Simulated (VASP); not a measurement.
Input of a VASP 6.6.1 run:

The input INCAR:

```
SYSTEM = RbReO3
ALGO = Normal
EDIFF = 1E-6
ENCUT = 600
GGA = CA
GGA_COMPAT = .False.
ISIF = 2
ISMEAR = 0
LASPH = .True.
LCHARG = .False.
LREAL = .False.
LWAVE = .False.
NBANDS = 25
NELM = 120
PREC = Accurate
SIGMA = 0.15
```

Contents of KPOINTS:

```
k-points
0
Gamma
  3 3 3
  0 0 0
```

Contents of POSCAR:

```
RbReO3
1.0
    3.9840620000      0.0000000000      0.0000000000
    0.0000000000      3.9840620000      0.0000000000
    0.0000000000      0.0000000000      3.9840620000
Rb Re O
1 1 3
Direct
    0.0000000000      0.0000000000      0.0000000000
    0.5000000000      0.5000000000      0.5000000000
    0.5000000000      0.5000000000      0.0000000000
    0.5000000000      0.0000000000      0.5000000000
    0.0000000000      0.5000000000      0.5000000000
```

Potentials or basis: VASP PAW LDA potentials, release 64 (Rb_sv, Re, O).

The run is started by

```console
$ cat potpaw_LDA.64/Rb_sv/POTCAR potpaw_LDA.64/Re/POTCAR potpaw_LDA.64/O/POTCAR > POTCAR
$ mpirun -np 1 vasp_std > vasp.out
```

Problem. Estimate the band gap on the k mesh.

Solution. Zero (bands 17 and 18 overlap by 3.29 eV).

Problem. What does it give for the pressure?

Solution. -10.5 GPa.

Caveat: the k points lie up to 0.53 Å⁻¹ apart, too coarse for converged energies and pressures of a metal; spin-orbit coupling is left out, which moves the levels of the heavy elements.
